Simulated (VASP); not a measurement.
# BaTiO3 (P4mm) in VASP: a series of runs

BaTiO3 is run at these levels: PBE, revPBE; tasks: single point.

Program: VASP 6.6.1. These are calculated values, not measurements. Logs are shortened: lines on timing, memory, paths and dates and some standing lists are left out, and cuts for length are marked.

### 1 The cell of the first run

Symmetry: P4mm, No. 99, tetragonal system. The conventional cell has a = 4.000 Å, b = 4.000 Å, c = 4.018 Å, α = 90.00°, β = 90.00°, γ = 90.00°. Ba (site symmetry 4mm) has 12 O at 2.79 to 2.88 Å and 8 Ti at 3.44 to 3.50 Å within 3.7 Å. Within 2.5 Å of Ti (site symmetry 4mm) lie 6 O at 1.85 to 2.17 Å. Within 2.5 Å of O (site symmetry 4mm) lie 2 Ti at 1.85 to 2.17 Å. Within 2.7 Å of O (site symmetry 2mm) lie 2 Ti at 2.00 Å.

### 2 Single point, PBE

INCAR reads:

```
  PREC = Accurate
  ENCUT = 600
  EDIFF = 1E-6
  ISMEAR = 0
  SIGMA = 0.02
  LREAL = False
  LASPH = True
  NELM = 120
  ALGO = Normal
  ISIF = 2
  LWAVE = False
  LCHARG = False
  GGA = PE
  NBANDS = 28
  GGA_COMPAT = False
```

KPOINTS reads:

```
regular mesh
0
Gamma
  8 8 8
```

POSCAR reads:

```
BaTiO3
1.0
    3.9998000000      0.0000000000      0.0000000000
    0.0000000000      3.9998000000      0.0000000000
    0.0000000000      0.0000000000      4.0180000000
Ba Ti O
1 1 3
Direct
    0.0000000000      0.0000000000      0.0000350461
    0.5000000000      0.5000000000      0.4856613385
    0.5000000000      0.5000000000      0.0253237475
    0.5000000000      0.0000000000      0.5159899339
    0.0000000000      0.5000000000      0.5159899339
```

Potentials or basis: VASP PAW PBE potentials, release 64 (Ba_sv, Ti_sv, O).

Command:

```bash
cat potpaw_PBE.64/Ba_sv/POTCAR potpaw_PBE.64/Ti_sv/POTCAR potpaw_PBE.64/O/POTCAR > POTCAR
mpirun -np 1 vasp_std > vasp.out
```

OUTCAR:

```text
PREC = Accurate
   ENCUT = 600
   EDIFF = 1E-6
   ISMEAR = 0
   LREAL = False
   LASPH = True
   NELM = 120
   ISIF = 2
   GGA = PE

 ion  position               nearest neighbor table
   1  0.000  0.000  0.000-   4 2.79   5 2.79   5 2.79   4 2.79   3 2.83   3 2.83   3 2.83   3 2.83
                             4 2.88   5 2.88   5 2.88   4 2.88   2 3.44   2 3.44   2 3.44   2 3.44
   2  0.500  0.500  0.486-   3 1.85   4 2.00   5 2.00   4 2.00   5 2.00   3 2.17   1 3.44   1 3.44
                             1 3.44   1 3.44   1 3.50   1 3.50   1 3.50   1 3.50
   3  0.500  0.500  0.025-   2 1.85   2 2.17   1 2.83   1 2.83   1 2.83   1 2.83
   4  0.500  0.000  0.516-   2 2.00   2 2.00   1 2.79   1 2.79   1 2.88   1 2.88
   5  0.000  0.500  0.516-   2 2.00   2 2.00   1 2.79   1 2.79   1 2.88   1 2.88

  LATTYP: Found a simple tetragonal cell.
 ALAT       =     3.9998000000
 C/A-ratio  =     1.0045502275

  Lattice vectors:

 A1 = (   3.9998000000,   0.0000000000,   0.0000000000)
 A2 = (   0.0000000000,   3.9998000000,   0.0000000000)
 A3 = (   0.0000000000,   0.0000000000,   4.0180000000)

Analysis of symmetry for initial positions (statically):
=====================================================================
 Subroutine PRICEL returns:
 Original cell was already a primitive cell.

 Routine SETGRP: Setting up the symmetry group for a
 simple tetragonal supercell.

 Subroutine GETGRP returns: Found  8 space group operations
 (whereof  8 operations were pure point group operations)
 out of a pool of 16 trial point group operations.

The static configuration has the point symmetry C_4v.

Analysis of symmetry for dynamics (positions and initial velocities):
=====================================================================
 Subroutine PRICEL returns:
 Original cell was already a primitive cell.

 Routine SETGRP: Setting up the symmetry group for a
 simple tetragonal supercell.

 Subroutine GETGRP returns: Found  8 space group operations
 (whereof  8 operations were pure point group operations)
 out of a pool of 16 trial point group operations.

The dynamic configuration has the point symmetry C_4v.

 Subroutine INISYM returns: Found  8 space group operations
 (whereof  8 operations are pure point group operations),
 and found     1 'primitive' translations

----------------------------------------------------------------------------------------

                                     Primitive cell

  volume of cell :      64.2816

  direct lattice vectors                    reciprocal lattice vectors
     3.999800000  0.000000000  0.000000000     0.250012501  0.000000000  0.000000000
     0.000000000  3.999800000  0.000000000     0.000000000  0.250012501  0.000000000
     0.000000000  0.000000000  4.018000000     0.000000000  0.000000000  0.248880040

  length of vectors
     3.999800000  3.999800000  4.018000000     0.250012501  0.250012501  0.248880040

  position of ions in fractional coordinates (direct lattice)
     0.000000000  0.000000000  0.000035046
     0.500000000  0.500000000  0.485661339
     0.500000000  0.500000000  0.025323748
     0.500000000  0.000000000  0.515989934
     0.000000000  0.500000000  0.515989934

  ion indices of the primitive-cell ions
   primitive index   ion index
                 1           1
                 2           2
                 3           3
                 4           4
                 5           5

----------------------------------------------------------------------------------------

 KPOINTS: regular mesh

Automatic generation of k-mesh.
 Grid dimensions read from file:
 generate k-points for:    8    8    8

 Generating k-lattice:

  Cartesian coordinates                     Fractional coordinates (reciprocal lattice)
     0.031251563  0.000000000  0.000000000     0.125000000  0.000000000  0.000000000
     0.000000000  0.031251563  0.000000000     0.000000000  0.125000000  0.000000000
     0.000000000  0.000000000  0.031110005     0.000000000  0.000000000  0.125000000

  Length of vectors
     0.031251563  0.031251563  0.031110005

  Shift w.r.t. Gamma in fractional coordinates (k-lattice)
     0.000000000  0.000000000  0.000000000

 Subroutine IBZKPT returns following result:
 ===========================================

 Found     75 irreducible k-points:

 Following reciprocal coordinates:
            Coordinates               Weight
  0.000000  0.000000  0.000000      1.000000
  0.125000  0.000000  0.000000      4.000000
  0.250000  0.000000  0.000000      4.000000
  0.375000  0.000000  0.000000      4.000000
  0.500000  0.000000  0.000000      2.000000
  0.125000  0.125000  0.000000      4.000000
[... 16 lines left out ...]
  0.375000  0.125000  0.125000     16.000000
  0.500000  0.125000  0.125000      8.000000
 [... further k-points ...]
   k-points           NKPTS =     75   k-points in BZ     NKDIM =     75   number of bands    NBANDS=     28
   number of dos      NEDOS =    301   number of ions     NIONS =      5
   total plane-waves  NPLWV =  32768
   dimension x,y,z NGX =    32 NGY =   32 NGZ =   32
   dimension x,y,z NGXF=    64 NGYF=   64 NGZF=   64
   ions per type =               1   1   3
   NGX,Y,Z   is equivalent  to a cutoff of  13.30, 13.30, 13.24 a.u.
   NGXF,Y,Z  is equivalent  to a cutoff of  26.60, 26.60, 26.48 a.u.
 SYSTEM =  unknown system
   PREC   = accura    normal or accurate (medium, high low for compatibility)
   ISTART =      0    job   : 0-new  1-cont  2-samecut
   ICHARG =      2    charge: 1-file 2-atom 10-const
   ISPIN  =      1    spin polarized calculation?
   LNONCOLLINEAR =      F non collinear calculations
   LSORBIT =      F    spin-orbit coupling
   LASPH  =      T    aspherical Exc in radial PAW
   ENCUT  =  600.0 eV  44.10 Ry    6.64 a.u.   7.99  7.99  8.02*2*pi/ulx,y,z
   NELM   =    120;   NELMIN=  2; NELMDL= -5     # of ELM steps
   EDIFF  = 0.1E-05   stopping-criterion for ELM
   LREAL  =      F    real-space projection
   EDIFFG = 0.1E-04   stopping-criterion for IOM
   NSW    =      0    number of steps for IOM
   IBRION =     -1    ionic relax: 0-MD 1-quasi-New 2-CG
   NFREE  =      0    steps in history (QN), initial steepest desc. (CG)
   ISIF   =      2    stress and relaxation
   ISYM   =      2    0-nonsym 1-usesym 2-fastsym
   POTIM  = 0.5000    time-step for ionic-motion
   TEBEG  =    0.0;   TEEND  =   0.0 temperature during run
   PSTRESS=    0.0 pullay stress
   NELECT =      40.0000    total number of electrons
   NUPDOWN=      -1.0000    fix difference up-down
   EMIN   =  10.00;   EMAX   =-10.00  energy-range for DOS
   EFERMI =   0.00;   METHOD = LEGACY
   ISMEAR =     0;   SIGMA  =   0.02  broadening in eV -4-tet -1-fermi 0-gaus
   EFERMI_NEDOS =   21; number of points for ismear=-14 and -15
   IALGO  =     38    algorithm
   IMIX   =      4    mixing-type and parameters
     AMIX     =   0.40;   BMIX     =  1.00
     AMIX_MAG =   1.60;   BMIX_MAG =  1.00
  volume/ion in A,a.u.               =      12.86        86.76
  Fermi-wavevector in a.u.,A,eV,Ry     =   1.397653  2.641181 26.578078  1.953434
  Thomas-Fermi vector in A             =   2.520888
   LORBIT       =      0    0 simple, 1 ext, 2 COOP (PROOUT), +10 PAW based schemes
   GGA     = PE    functional components
   LHFCALC =     F    Hartree Fock is set to
   AEXX    =    0.0000 exact exchange contribution
   IVDW    =     0    specifies the selected vdW correction
   LEPSILON=     F    determine dielectric tensor
   LRPA    =     F    only Hartree local field effects (RPA)
 non-spin polarized calculation
 Gauss-broadening in eV      SIGMA  =   0.02
  energy-cutoff  :      600.00
  volume of cell :       64.28
 maximum number of plane-waves:      2176
 NGX is ok and might be reduce to    32
   NGX = 15   NGY = 15   NGZ = 17

 number of electron      39.9999995 magnetization

 Free energy of the ion-electron system (eV)
  ---------------------------------------------------
  ext. energy  EPLUGINS =         0.00000000
  ---------------------------------------------------
  free energy    TOTEN  =       -39.99356303 eV

  energy without entropy =      -39.99356303  energy(sigma->0) =      -39.99356303

 E-fermi :   4.1323     XC(G=0): -11.2376

 val. band max:        3.8737635688   @ k =   0.5000   0.5000   0.5000
 cond. band min:       5.6652200036   @ k =   0.0000   0.0000   0.0000
 fundamental gap:      1.7914564348
 Fermi energy:         4.1323338849

 k-point     1 :       0.0000    0.0000    0.0000
  band No.  band energies     occupation
      1     -52.6916      2.00000
      2     -28.9654      2.00000
      3     -28.9025      2.00000
      4     -28.9025      2.00000
      5     -21.0249      2.00000
      6     -13.0799      2.00000
[... 20 lines left out ...]
     27       8.8910      0.00000
     28      11.1381      0.00000

 k-point     2 :       0.1250    0.0000    0.0000
  band No.  band energies     occupation
      1     -52.6914      2.00000
      2     -28.9651      2.00000
      3     -28.9103      2.00000
      4     -28.9022      2.00000
      5     -21.0078      2.00000
      6     -13.0944      2.00000
[... 20 lines left out ...]
     27       9.1871      0.00000
     28      11.5101      0.00000

 k-point     3 :       0.2500    0.0000    0.0000
  band No.  band energies     occupation
      1     -52.6910      2.00000
      2     -28.9643      2.00000
      3     -28.9290      2.00000
      4     -28.9015      2.00000
      5     -20.9661      2.00000
      6     -13.1684      2.00000
[... 20 lines left out ...]
     27       9.9640      0.00000
     28      12.1756      0.00000

 k-point     4 :       0.3750    0.0000    0.0000
  band No.  band energies     occupation
      1     -52.6907      2.00000
      2     -28.9636      2.00000
      3     -28.9476      2.00000
      4     -28.9008      2.00000
      5     -20.9234      2.00000
      6     -13.2761      2.00000
[... 578 lines left out ...]
     27      10.4319      0.00000
     28      12.1135      0.00000

 k-point    23 :       0.3750    0.1250    0.1250
  band No.  band energies     occupation
      1     -52.6904      2.00000
      2     -28.9706      2.00000
      3     -28.9467      2.00000
      4     -28.9081      2.00000
      5     -20.9004      2.00000
      6     -13.1485      2.00000
[... 20 lines left out ...]
     27      11.3372      0.00000
     28      12.4659      0.00000

 k-point    24 :       0.5000    0.1250    0.1250
  band No.  band energies     occupation
      1     -52.6902      2.00000
      2     -28.9703      2.00000
      3     -28.9543      2.00000
      4     -28.9078      2.00000
      5     -20.8842      2.00000
      6     -13.1837      2.00000
[... 20 lines left out ...]
     27      11.7235      0.00000
     28      12.6032      0.00000

 [... further k-points ...]
[... 5 lines left out ...]
  --------------------------------------------------------------------------------------
  -------------------------------------------------------------------------------------
  Total        1.5843748      1.5843748      2.5955482      0.0000000     -0.0000000      0.0000000
  in kB       39.4895346     39.4895346     64.6923905      0.0000000     -0.0000000      0.0000000
  external PRESSURE =      47.8904866 kB  Pullay stress =       0.0000000 kB

 VOLUME and BASIS-vectors are now :
 -----------------------------------------------------------------------------
  energy-cutoff  :      600.00
  volume of cell :       64.28
      direct lattice vectors                 reciprocal lattice vectors
     3.999800000  0.000000000  0.000000000     0.250012501  0.000000000  0.000000000
     0.000000000  3.999800000  0.000000000     0.000000000  0.250012501  0.000000000
     0.000000000  0.000000000  4.018000000     0.000000000  0.000000000  0.248880040

 POSITION                                       TOTAL-FORCE (eV/Angst)
 -----------------------------------------------------------------------------------
      0.00000      0.00000      0.00014        -0.000000      0.000000      0.027791
      1.99990      1.99990      1.95139         0.000000     -0.000000      0.051846
      1.99990      1.99990      0.10175         0.000000      0.000000     -0.055660
      1.99990      0.00000      2.07325         0.000000      0.000000     -0.011988
      0.00000      1.99990      2.07325         0.000000     -0.000000     -0.011988
 -----------------------------------------------------------------------------------
    total drift:                                0.000000     -0.000000      0.000254

  FREE ENERGIE OF THE ION-ELECTRON SYSTEM (eV)
  ---------------------------------------------------
  free  energy   TOTEN  =       -39.9935630337 eV

  energy  without entropy=      -39.9935630337  energy(sigma->0) =      -39.99356303
```

Wall time 3.3 min (1 thread of Intel Xeon 8259CL, shared host); peak memory 0.3 GiB.

What came out:

```yaml
Free_energy: -39.9936 eV
Pressure: 4.8 GPa
Largest_force: 0.056 eV/Å
Band_gap_on_the_k_mesh: 1.79 eV, indirect (least direct gap 2.14 eV)
```

Forces in eV/Å, atoms in the order of the input:
```
Ba   0.000  0.000  0.028
Ti   0.000  0.000  0.052
O    0.000  0.000 -0.056
O    0.000  0.000 -0.012
O    0.000  0.000 -0.012
```

Levels at points of the mesh, in eV from the valence-band top:
```
           k point  band 16  band 17  band 18  band 19  band 20  band 21  band 22  band 23  band 24  band 25
(0.00, 0.00, 0.00)    -1.35    -1.15    -0.41    -0.35    -0.35     1.79     2.12     2.12     4.00     4.19
(0.50, 0.00, 0.00)    -1.95    -1.83    -1.68    -1.06    -0.93     2.24     3.50     3.56     4.12     5.85
(0.50, 0.50, 0.00)    -2.76    -1.81    -1.06    -1.06    -0.09     3.58     3.58     3.94     4.70     7.62
(0.00, 0.00, 0.50)    -2.06    -1.97    -1.95    -0.71    -0.71     1.95     3.61     3.61     4.00     6.07
(0.50, 0.00, 0.50)    -2.68    -1.74    -0.92    -0.89    -0.22     3.53     3.62     3.95     4.84     7.61
(0.50, 0.50, 0.50)    -2.51    -2.42    -0.14    -0.14     0.00     4.17     4.19     4.19     6.45     6.68
```

Caveat: spin-orbit coupling is left out, which moves the levels of the heavy elements. As with any semilocal functional, this PBE gap is likely too small.

### 3 Single point, revPBE, collinear spin, ferromagnetic start

This run uses another cell than the first one, of 11.75 Å³/atom, 0.914 times its volume.

INCAR reads:

```
ALGO = Normal ; EDIFF = 1E-6
ENCUT = 600 ; GGA = RE
GGA_COMPAT = False ; ISIF = 2
ISMEAR = 0 ; ISPIN = 2
LASPH = True ; LCHARG = False
LMAXMIX = 4 ; LORBIT = 11
LREAL = False ; LWAVE = False
MAGMOM = 0.2 0.2 0.2 0.2 0.2 ; NBANDS = 32
NELM = 200 ; PREC = Accurate
SIGMA = 0.02
```

KPOINTS reads:

```
k-points
0
Gamma
  8 8 8
```

POSCAR reads:

```
BaTiO3
1.0
    3.8872135352      0.0000000000      0.0000000000
    0.0000000000      3.8872135352      0.0000000000
    0.0000000000      0.0000000000      3.8868442766
Ba Ti O
1 1 3
Direct
    0.0000000000      0.0000000000      0.0084702084
    0.5000000000      0.5000000000      0.5081409135
    0.5000000000      0.5000000000      0.0088019964
    0.5000000000      0.0000000000      0.5087934409
    0.0000000000      0.5000000000      0.5087934409
```

Potentials or basis: VASP PAW PBE potentials, release 64 (Ba_sv, Ti_sv, O).

Command:

```bash
cat potpaw_PBE.64/Ba_sv/POTCAR potpaw_PBE.64/Ti_sv/POTCAR potpaw_PBE.64/O/POTCAR > POTCAR
mpirun -np 1 vasp_std > vasp.out
```

It took 6.2 min on 1 thread of Intel Xeon 8259CL, shared host; peak memory 0.4 GiB.

Results (log left out):

```
Free energy                                           : -37.6168 eV
Pressure                                              : 26.1 GPa
Largest force                                         : 0.003 eV/Å
Band gap on the k mesh                                : 1.94 eV, indirect (least direct gap 2.00 eV)
Net moment                                            : 0.00 μB per cell
Valence electrons inside the program's atomic spheres : Ba 8.09; Ti 10.36; O 5.09
```

Forces on the atoms (eV/Å):
```
Ba   0.000  0.000  0.001
Ti   0.000  0.000  0.003
O    0.000  0.000 -0.002
O    0.000  0.000 -0.001
O    0.000  0.000 -0.001
```

Levels at points of the mesh, in eV from the valence-band top:
Spin up:
| k point | band 18 | band 19 | band 20 | band 21 | band 22 | band 23 |
| --- | --- | --- | --- | --- | --- | --- |
| (0.00, 0.00, 0.00) | -0.05 | -0.05 | -0.05 | 1.94 | 1.94 | 1.94 |
| (0.50, 0.00, 0.00) | -1.92 | -0.70 | -0.70 | 2.14 | 3.96 | 3.96 |
| (0.50, 0.50, 0.00) | -0.81 | -0.81 | -0.10 | 3.97 | 3.97 | 4.42 |
| (0.00, 0.00, 0.50) | -1.92 | -0.70 | -0.70 | 2.14 | 3.96 | 3.96 |
| (0.50, 0.00, 0.50) | -0.81 | -0.81 | -0.10 | 3.97 | 3.97 | 4.42 |
| (0.50, 0.50, 0.50) | 0.00 | 0.00 | 0.00 | 4.74 | 4.74 | 4.74 |
Spin down:
| k point | band 18 | band 19 | band 20 | band 21 | band 22 | band 23 |
| --- | --- | --- | --- | --- | --- | --- |
| (0.00, 0.00, 0.00) | -0.05 | -0.05 | -0.05 | 1.94 | 1.94 | 1.94 |
| (0.50, 0.00, 0.00) | -1.92 | -0.70 | -0.70 | 2.14 | 3.96 | 3.96 |
| (0.50, 0.50, 0.00) | -0.81 | -0.81 | -0.10 | 3.97 | 3.97 | 4.42 |
| (0.00, 0.00, 0.50) | -1.92 | -0.70 | -0.70 | 2.14 | 3.96 | 3.96 |
| (0.50, 0.00, 0.50) | -0.81 | -0.81 | -0.10 | 3.97 | 3.97 | 4.42 |
| (0.50, 0.50, 0.50) | 0.00 | 0.00 | 0.00 | 4.74 | 4.74 | 4.74 |

Caveat: the PAW data sets were made with another functional, which shifts forces and pressure a little; spin-orbit coupling is left out, which moves the levels of the heavy elements. A hybrid or GW would open this gap; revPBE tends to underestimate it.
